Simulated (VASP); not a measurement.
# Sc2Al (P6_3/mmc) in VASP: a series of runs

The runs below take Sc2Al through single point, with PBEsol.

Everything below comes from runs of VASP 6.6.1. Logs are shortened: lines on timing, memory, paths and dates and some standing lists are left out, and cuts for length are marked.

## 1. The cell of the first run

It takes space group P6_3/mmc (No. 194, hexagonal). Conventional cell: a = 4.851 Å, b = 4.851 Å, c = 6.085 Å, α = 90.00°, β = 90.00°, γ = 120.00°. Sc (site symmetry -3m) has 8 Sc at 3.04 to 3.19 Å and 6 Al at 3.19 Å within 4.0 Å. Within 3.7 Å of Sc (site symmetry -6m2) lie 5 Al at 2.80 to 3.04 Å and 6 Sc at 3.19 Å. Within 3.7 Å of Al (site symmetry -6m2) lie 11 Sc at 2.80 to 3.19 Å.

## 2. Single point, PBEsol

INCAR reads:

```
SYSTEM = Sc2Al
PREC = Accurate
ENCUT = 520
EDIFF = 1E-7
ISMEAR = 0
SIGMA = 0.1
LREAL = .FALSE.
LASPH = .TRUE.
NELM = 80
ALGO = Fast
ISIF = 2
LWAVE = .FALSE.
LCHARG = .FALSE.
GGA = PS
NBANDS = 34
```

KPOINTS reads:

```
Automatic mesh
0
G
  12 12 6
  0 0 0
```

POSCAR reads:

```
Sc2Al
1.0
    4.8508989725      0.0000000000      0.0000000000
   -2.4254494862      4.2010017414      0.0000000000
    0.0000000000      0.0000000000      6.0854513188
Sc Al
4 2
Direct
    0.0000000000      0.0000000000      0.0000000000
    0.0000000000      0.0000000000      0.5000000000
    0.3333333333      0.6666666667      0.7500000000
    0.6666666667      0.3333333333      0.2500000000
    0.3333333333      0.6666666667      0.2500000000
    0.6666666667      0.3333333333      0.7500000000
```

Potentials or basis: VASP PAW PBE potentials, release 64 (Sc_sv, Al).

Launch:

```sh
cat potpaw_PBE.64/Sc_sv/POTCAR potpaw_PBE.64/Al/POTCAR > POTCAR
mpirun -np 1 vasp_std > vasp.out
```

OUTCAR:

```text
SYSTEM = Sc2Al
   PREC = Accurate
   ENCUT = 520
   EDIFF = 1E-7
   ISMEAR = 0
   LREAL = .FALSE.
   LASPH = .TRUE.
   NELM = 80
   ISIF = 2
   GGA = PS

 ion  position               nearest neighbor table
   1  0.000  0.000  0.000-   2 3.04   2 3.04   4 3.19   5 3.19   6 3.19   3 3.19   3 3.19   5 3.19
                             4 3.19   6 3.19   4 3.19   6 3.19   3 3.19   5 3.19
   2  0.000  0.000  0.500-   1 3.04   1 3.04   4 3.19   5 3.19   6 3.19   3 3.19   3 3.19   5 3.19
                             4 3.19   6 3.19   4 3.19   6 3.19   3 3.19   5 3.19
   3  0.333  0.667  0.750-   6 2.80   6 2.80   6 2.80   5 3.04   5 3.04   1 3.19   2 3.19   2 3.19
                             1 3.19   2 3.19   1 3.19
   4  0.667  0.333  0.250-   5 2.80   5 2.80   5 2.80   6 3.04   6 3.04   1 3.19   2 3.19   1 3.19
                             2 3.19   1 3.19   2 3.19
   5  0.333  0.667  0.250-   4 2.80   4 2.80   4 2.80   3 3.04   3 3.04   1 3.19   2 3.19   2 3.19
                             1 3.19   2 3.19   1 3.19
   6  0.667  0.333  0.750-   3 2.80   3 2.80   3 2.80   4 3.04   4 3.04   1 3.19   2 3.19   1 3.19
                             2 3.19   1 3.19   2 3.19

  LATTYP: Found a hexagonal cell.
 ALAT       =     4.8508989725
 C/A-ratio  =     1.2544997027

  Lattice vectors:

 A1 = (   4.8508989725,   0.0000000000,   0.0000000000)
 A2 = (  -2.4254494862,   4.2010017414,   0.0000000000)
 A3 = (   0.0000000000,   0.0000000000,   6.0854513188)

Analysis of symmetry for initial positions (statically):
=====================================================================
 Subroutine PRICEL returns:
 Original cell was already a primitive cell.

 Routine SETGRP: Setting up the symmetry group for a
 hexagonal supercell.

 Subroutine GETGRP returns: Found 24 space group operations
 (whereof 12 operations were pure point group operations)
 out of a pool of 24 trial point group operations.

The static configuration has the point symmetry D_3d.
 The point group associated with its full space group is D_6h.

Analysis of symmetry for dynamics (positions and initial velocities):
=====================================================================
 Subroutine PRICEL returns:
 Original cell was already a primitive cell.

 Routine SETGRP: Setting up the symmetry group for a
 hexagonal supercell.

 Subroutine GETGRP returns: Found 24 space group operations
 (whereof 12 operations were pure point group operations)
 out of a pool of 24 trial point group operations.

The dynamic configuration has the point symmetry D_3d.
 The point group associated with its full space group is D_6h.

 Subroutine INISYM returns: Found 24 space group operations
 (whereof 12 operations are pure point group operations),
 and found     1 'primitive' translations

----------------------------------------------------------------------------------------

                                     Primitive cell

  volume of cell :     124.0132

  direct lattice vectors                    reciprocal lattice vectors
     4.850898972  0.000000000  0.000000000     0.206147357  0.119019232  0.000000000
    -2.425449486  4.201001741  0.000000000     0.000000000  0.238038464  0.000000000
     0.000000000  0.000000000  6.085451319     0.000000000  0.000000000  0.164326349

  length of vectors
     4.850898972  4.850898972  6.085451319     0.238038464  0.238038464  0.164326349

  position of ions in fractional coordinates (direct lattice)
     0.000000000  0.000000000  0.000000000
     0.000000000  0.000000000  0.500000000
     0.333333333  0.666666667  0.750000000
     0.666666667  0.333333333  0.250000000
     0.333333333  0.666666667  0.250000000
     0.666666667  0.333333333  0.750000000

  ion indices of the primitive-cell ions
   primitive index   ion index
                 1           1
                 2           2
                 3           3
                 4           4
                 5           5
                 6           6

----------------------------------------------------------------------------------------

 KPOINTS: Automatic mesh

Automatic generation of k-mesh.
 Grid dimensions read from file:
 generate k-points for:   12   12    6

 Generating k-lattice:

  Cartesian coordinates                     Fractional coordinates (reciprocal lattice)
     0.017178946  0.009918269  0.000000000     0.083333333 -0.000000000  0.000000000
     0.000000000  0.019836539  0.000000000     0.000000000  0.083333333  0.000000000
     0.000000000  0.000000000  0.027387725     0.000000000  0.000000000  0.166666667

  Length of vectors
     0.019836539  0.019836539  0.027387725

  Shift w.r.t. Gamma in fractional coordinates (k-lattice)
     0.000000000  0.000000000  0.000000000

 Subroutine IBZKPT returns following result:
 ===========================================

 Found     76 irreducible k-points:

 Following reciprocal coordinates:
            Coordinates               Weight
  0.000000  0.000000  0.000000      1.000000
  0.083333 -0.000000  0.000000      6.000000
  0.166667 -0.000000  0.000000      6.000000
  0.250000 -0.000000  0.000000      6.000000
  0.333333  0.000000  0.000000      6.000000
  0.416667  0.000000  0.000000      6.000000
[... 16 lines left out ...]
  0.250000 -0.000000  0.166667     12.000000
  0.333333  0.000000  0.166667     12.000000
 [... further k-points ...]
   k-points           NKPTS =     76   k-points in BZ     NKDIM =     76   number of bands    NBANDS=     34
   number of dos      NEDOS =    301   number of ions     NIONS =      6
   total plane-waves  NPLWV =  62208
   dimension x,y,z NGX =    36 NGY =   36 NGZ =   48
   dimension x,y,z NGXF=    72 NGYF=   72 NGZF=   96
   ions per type =               4   2
   NGX,Y,Z   is equivalent  to a cutoff of  12.34, 12.34, 13.11 a.u.
   NGXF,Y,Z  is equivalent  to a cutoff of  24.68, 24.68, 26.23 a.u.
 SYSTEM =  Sc2Al
   PREC   = accura    normal or accurate (medium, high low for compatibility)
   ISTART =      0    job   : 0-new  1-cont  2-samecut
   ICHARG =      2    charge: 1-file 2-atom 10-const
   ISPIN  =      1    spin polarized calculation?
   LNONCOLLINEAR =      F non collinear calculations
   LSORBIT =      F    spin-orbit coupling
   LASPH  =      T    aspherical Exc in radial PAW
   ENCUT  =  520.0 eV  38.22 Ry    6.18 a.u.   9.02  9.02 11.31*2*pi/ulx,y,z
   NELM   =     80;   NELMIN=  2; NELMDL= -5     # of ELM steps
   EDIFF  = 0.1E-06   stopping-criterion for ELM
   LREAL  =      F    real-space projection
   EDIFFG = 0.1E-05   stopping-criterion for IOM
   NSW    =      0    number of steps for IOM
   IBRION =     -1    ionic relax: 0-MD 1-quasi-New 2-CG
   NFREE  =      0    steps in history (QN), initial steepest desc. (CG)
   ISIF   =      2    stress and relaxation
   ISYM   =      2    0-nonsym 1-usesym 2-fastsym
   POTIM  = 0.5000    time-step for ionic-motion
   TEBEG  =    0.0;   TEEND  =   0.0 temperature during run
   PSTRESS=    0.0 pullay stress
   NELECT =      50.0000    total number of electrons
   NUPDOWN=      -1.0000    fix difference up-down
   EMIN   =  10.00;   EMAX   =-10.00  energy-range for DOS
   EFERMI =   0.00;   METHOD = LEGACY
   ISMEAR =     0;   SIGMA  =   0.10  broadening in eV -4-tet -1-fermi 0-gaus
   EFERMI_NEDOS =   21; number of points for ismear=-14 and -15
   IALGO  =     68    algorithm
   IMIX   =      4    mixing-type and parameters
     AMIX     =   0.40;   BMIX     =  1.00
     AMIX_MAG =   1.60;   BMIX_MAG =  1.00
  volume/ion in A,a.u.               =      20.67       139.48
  Fermi-wavevector in a.u.,A,eV,Ry     =   1.209416  2.285464 19.901050  1.462686
  Thomas-Fermi vector in A             =   2.344994
   LORBIT       =      0    0 simple, 1 ext, 2 COOP (PROOUT), +10 PAW based schemes
   GGA     = PS    functional components
   LHFCALC =     F    Hartree Fock is set to
   AEXX    =    0.0000 exact exchange contribution
   IVDW    =     0    specifies the selected vdW correction
   LEPSILON=     F    determine dielectric tensor
   LRPA    =     F    only Hartree local field effects (RPA)
 non-spin polarized calculation
 RMM-DIIS sequential band-by-band and
 Gauss-broadening in eV      SIGMA  =   0.10
  energy-cutoff  :      520.00
  volume of cell :      124.01
 maximum number of plane-waves:      3369
   NGX = 19   NGY = 19   NGZ = 23

 number of electron      50.0000005 magnetization

 Free energy of the ion-electron system (eV)
  ---------------------------------------------------
  ext. energy  EPLUGINS =         0.00000000
  ---------------------------------------------------
  free energy    TOTEN  =       -36.73795451 eV

  energy without entropy =      -36.70146035  energy(sigma->0) =      -36.71970743

 E-fermi :   4.9384     XC(G=0): -10.3069

 val. band max:        4.9379978407   @ k =   0.3333   0.0833   0.0000
 cond. band min:       4.9386023503   @ k =   0.0833  -0.0000   0.3333
 fundamental gap:      0.0006045096
 Fermi energy:         4.9384064567

 k-point     1 :       0.0000    0.0000    0.0000
  band No.  band energies     occupation
      1     -44.2758      2.00000
      2     -44.2092      2.00000
      3     -44.1875      2.00000
      4     -44.1702      2.00000
      5     -23.1599      2.00000
      6     -23.1106      2.00000
[... 26 lines left out ...]
     33       7.8538      0.00000
     34       8.4354      0.00000

 k-point     2 :       0.0833   -0.0000    0.0000
  band No.  band energies     occupation
      1     -44.2749      2.00000
      2     -44.2091      2.00000
      3     -44.1875      2.00000
      4     -44.1712      2.00000
      5     -23.1655      2.00000
      6     -23.1135      2.00000
[... 26 lines left out ...]
     33       7.8091      0.00000
     34       8.4747      0.00000

 k-point     3 :       0.1667   -0.0000    0.0000
  band No.  band energies     occupation
      1     -44.2721      2.00000
      2     -44.2091      2.00000
      3     -44.1876      2.00000
      4     -44.1738      2.00000
      5     -23.1800      2.00000
      6     -23.1212      2.00000
[... 26 lines left out ...]
     33       7.5850      0.00000
     34       7.6408      0.00000
[... 704 lines left out ...]
 k-point    23 :       0.2500   -0.0000    0.1667
  band No.  band energies     occupation
      1     -44.2646      2.00000
      2     -44.2146      2.00000
      3     -44.1855      2.00000
      4     -44.1778      2.00000
      5     -23.1745      2.00000
      6     -23.1240      2.00000
[... 26 lines left out ...]
     33       7.2149      0.00000
     34       7.5475      0.00000

 k-point    24 :       0.3333    0.0000    0.1667
  band No.  band energies     occupation
      1     -44.2603      2.00000
      2     -44.2137      2.00000
      3     -44.1866      2.00000
      4     -44.1818      2.00000
      5     -23.1900      2.00000
      6     -23.1326      2.00000
[... 26 lines left out ...]
     33       6.9918      0.00000
     34       7.4506      0.00000

 [... further k-points ...]
[... 5 lines left out ...]
  --------------------------------------------------------------------------------------
  -------------------------------------------------------------------------------------
  Total        0.0801253      0.0801253      0.0527882      0.0000000      0.0000000      0.0000000
  in kB        1.0351712      1.0351712      0.6819925      0.0000000      0.0000000      0.0000000
  external PRESSURE =       0.9174450 kB  Pullay stress =       0.0000000 kB

 VOLUME and BASIS-vectors are now :
 -----------------------------------------------------------------------------
  energy-cutoff  :      520.00
  volume of cell :      124.01
      direct lattice vectors                 reciprocal lattice vectors
     4.850898972  0.000000000  0.000000000     0.206147357  0.119019232  0.000000000
    -2.425449486  4.201001741  0.000000000     0.000000000  0.238038464  0.000000000
     0.000000000  0.000000000  6.085451319     0.000000000  0.000000000  0.164326349

 POSITION                                       TOTAL-FORCE (eV/Angst)
 -----------------------------------------------------------------------------------
      0.00000      0.00000      0.00000        -0.000000      0.000000      0.000000
      0.00000      0.00000      3.04273        -0.000000      0.000000      0.000000
     -0.00000      2.80067      4.56409         0.000000     -0.000000      0.000000
      2.42545      1.40033      1.52136        -0.000000     -0.000000      0.000000
     -0.00000      2.80067      1.52136        -0.000000      0.000000      0.000000
      2.42545      1.40033      4.56409        -0.000000      0.000000      0.000000
 -----------------------------------------------------------------------------------
    total drift:                               -0.000000     -0.000000     -0.000000

  FREE ENERGIE OF THE ION-ELECTRON SYSTEM (eV)
  ---------------------------------------------------
  free  energy   TOTEN  =       -36.7379545095 eV

  energy  without entropy=      -36.7014603540  energy(sigma->0) =      -36.71970743
```

Run time: 5.6 min. Hardware: 1 thread of Intel Xeon 6975P-C (Granite Rapids), shared host; peak memory 0.4 GiB.

What came out:

```yaml
Free_energy: -36.7380 eV
Pressure: 0.1 GPa
Band_gap_on_the_k_mesh: zero (bands 25 and 26 overlap by 0.76 eV)
```

Levels at points of the mesh, in eV from the Fermi level:
```
           k point  band 22  band 23  band 24  band 25  band 26  band 27  band 28  band 29
(0.00, 0.00, 0.00)    -0.69    -0.66    -0.66    -0.40    -0.40    -0.06    -0.06     1.90
(0.50, 0.00, 0.00)    -1.15    -1.01    -0.83    -0.68     0.22     0.37     0.83     1.16
(0.00, 0.00, 0.50)    -1.51    -1.07    -1.07     0.09     0.09     0.09     0.09     1.55
(0.50, 0.00, 0.50)    -1.13    -0.88    -0.88     0.19     0.19     0.51     0.51     1.17
```

Caveat: the PAW data sets were made with another functional, which shifts forces and pressure a little.

(Part 1 of 2 ends here.)
